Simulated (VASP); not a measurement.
Set up this calculation in VASP 6.6.1, as the native input.

```
Task                   : single point
Functional             : PBEsol
Potentials or basis    : VASP PAW PBE potentials, release 64 (Al, Cu)
Cutoff                 : 520 eV
k mesh                 : 18 × 18 × 8
Occupations            : gaussian, width 0.1 eV
Spin                   : no spin polarisation
Dipole correction      : no
Further INCAR settings : ALGO = Fast; EDIFF = 1e-06; NBANDS = 18
```

The structure of Al3Cu lies in POSCAR:

```
Al3Cu
1.0
    2.8630735006      0.0000000000      0.0000000000
    0.0000000000      2.8630735006      0.0000000000
    0.0000000000      0.0000000000      7.4622721799
Al Cu
3 1
Direct
    0.0000000000      0.0000000000      0.5000000000
    0.5000000000      0.5000000000      0.2189263891
    0.5000000000      0.5000000000      0.7810736109
    0.0000000000      0.0000000000      0.0000000000
```

This cell differs from its parent crystal: biaxial strain in the a-b plane: +3.0 %, then relaxed in part.

The input as run:

INCAR

```
SYSTEM = Al3Cu
ALGO = Fast
EDIFF = 1E-6
ENCUT = 520
GGA = PS
ISIF = 2
ISMEAR = 0
LASPH = .TRUE.
LCHARG = .FALSE.
LREAL = .FALSE.
LWAVE = .FALSE.
NBANDS = 18
NELM = 100
PREC = Accurate
SIGMA = 0.1
```

KPOINTS

```
k-points
0
G
  18 18 8
  0 0 0
```

Potentials or basis: VASP PAW PBE potentials, release 64 (Al, Cu).

Run with:

```console
$ cat potpaw_PBE.64/Al/POTCAR potpaw_PBE.64/Cu/POTCAR > POTCAR
$ mpirun -np 1 vasp_std > vasp.out
```

Results of the run:

- Pressure: -3.5 GPa
- Largest force: 0.020 eV/Å
- Band gap on the k mesh: zero (bands 10 and 11 overlap by 6.91 eV)

Caveat: the cell differs from its parent crystal (biaxial strain in the a-b plane: +3.0 %, then relaxed in part); the stress differs along the axes, from -5 to 0 GPa; the PAW data sets were made with another functional, which shifts forces and pressure a little.

It took 3.9 min on 1 thread of AMD EPYC 9R45 96-Core Processor (Zen 5), with other jobs on the host, peak memory 0.36 GiB.
